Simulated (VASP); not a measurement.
Wanted: the native input for a VASP 6.6.1 run.

| Item | Value |
| --- | --- |
| Task | single point |
| Functional | LDA |
| Potentials or basis | VASP PAW LDA potentials, release 64 (Nb_sv) |
| Cutoff | 520 eV |
| k mesh | 9 × 9 × 9 |
| Occupations | fermi-dirac, width 0.02 eV |
| Spin | no spin polarisation |
| Dipole correction | no |
| Further INCAR settings | ALGO = Normal; EDIFF = 1e-06; NBANDS = 12 |

The structure of Nb lies in POSCAR:

```
Nb
1.0
    2.8093278155     -0.0000000156     -0.0000000269
   -0.9364425905      2.6486596704     -0.0000000269
   -0.9364425905     -1.3243297963      2.2938065830
Nb
1
Direct
    0.0000000000      0.0000000000      0.0000000000
```

The input as run:

INCAR

```
SYSTEM = Nb
  PREC = Accurate
  ENCUT = 520
  EDIFF = 1E-6
  ISMEAR = -1
  SIGMA = 0.02
  LREAL = .False.
  LASPH = .True.
  NELM = 100
  ALGO = Normal
  ISIF = 2
  LWAVE = .False.
  LCHARG = .False.
  GGA = CA
  NBANDS = 12
```

KPOINTS

```
Automatic mesh
0
Gamma
  9 9 9
  0 0 0
```

Potentials or basis: VASP PAW LDA potentials, release 64 (Nb_sv).

Command:

```console
$ cat potpaw_LDA.64/Nb_sv/POTCAR > POTCAR
$ mpirun -np 1 vasp_std > vasp.out
```

Results of the run:

The pressure is -0.1 GPa. The band gap on the k mesh is zero (an odd number of electrons rules out a gap without spin polarisation).

Run time: 6.5 s on 1 thread of AMD EPYC 7R13 Processor (Zen 3), on a shared host, peak memory 0.1 GiB.
